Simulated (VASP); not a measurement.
Here is a VASP 6.6.1 calculation.

Contents of INCAR:

```
SYSTEM = Cs2SnI6
PREC = Accurate ; ENCUT = 400
EDIFF = 1E-8 ; ISMEAR = -1
SIGMA = 0.02 ; LREAL = .False.
LASPH = .True. ; NELM = 200
ALGO = Normal ; ISIF = 2
LWAVE = .False. ; LCHARG = .False.
MAGMOM = 0 0 0 0 0 0 0 0 0 0 0 0 0 0 0 0 0 0 0 0 0 0 0 0 0 0 0 ; LORBIT = 11
LSORBIT = .True. ; GGA_COMPAT = .False.
LORBMOM = .True. ; GGA = PE
LEFG = .True. ; NBANDS = 93
KPAR = 4
```

The input KPOINTS:

```
regular mesh
0
Gamma
  5 5 5
  0 0 0
```

The input POSCAR:

```
Cs2SnI6
1.0
    0.0000000000      5.8150000000      5.8150000000
    5.8150000000      0.0000000000      5.8150000000
    5.8150000000      5.8150000000      0.0000000000
Cs Sn I
2 1 6
Direct
    0.2500000000      0.2500000000      0.2500000000
    0.7500000000      0.7500000000      0.7500000000
    0.0000000000      0.0000000000      0.0000000000
    0.7512468976      0.2487531024      0.2487531024
    0.2487531024      0.7512468976      0.2487531024
    0.2487531024      0.7512468976      0.7512468976
    0.7512468976      0.2487531024      0.7512468976
    0.2487531024      0.2487531024      0.7512468976
    0.7512468976      0.7512468976      0.2487531024
```

Potentials or basis: VASP PAW PBE potentials, release 64 (Cs_sv, Sn_d, I).

The run is started by

```console
$ cat potpaw_PBE.64/Cs_sv/POTCAR potpaw_PBE.64/Sn_d/POTCAR potpaw_PBE.64/I/POTCAR > POTCAR
$ mpirun -np 4 vasp_ncl > vasp.out
```

Q: Estimate the net moment.

A: 0.00 μB per cell.

Q: What does it give for the largest force?

A: 0.082 eV/Å.

Q: Estimate the pressure.

A: 1.2 GPa.

Moments on the atoms (μB; x, y, z):
```
Cs  0.00 0.00 0.00
Cs  0.00 0.00 0.00
Sn  0.00 0.00 0.00
I   0.00 0.00 0.00
I   0.00 0.00 0.00
I   0.00 0.00 0.00
I   0.00 0.00 0.00
I   0.00 0.00 0.00
I   0.00 0.00 0.00
```

Caveat: without QUAD_EFG the Cq values of the log hold for a quadrupole moment of 1 mb, not for the nuclei.
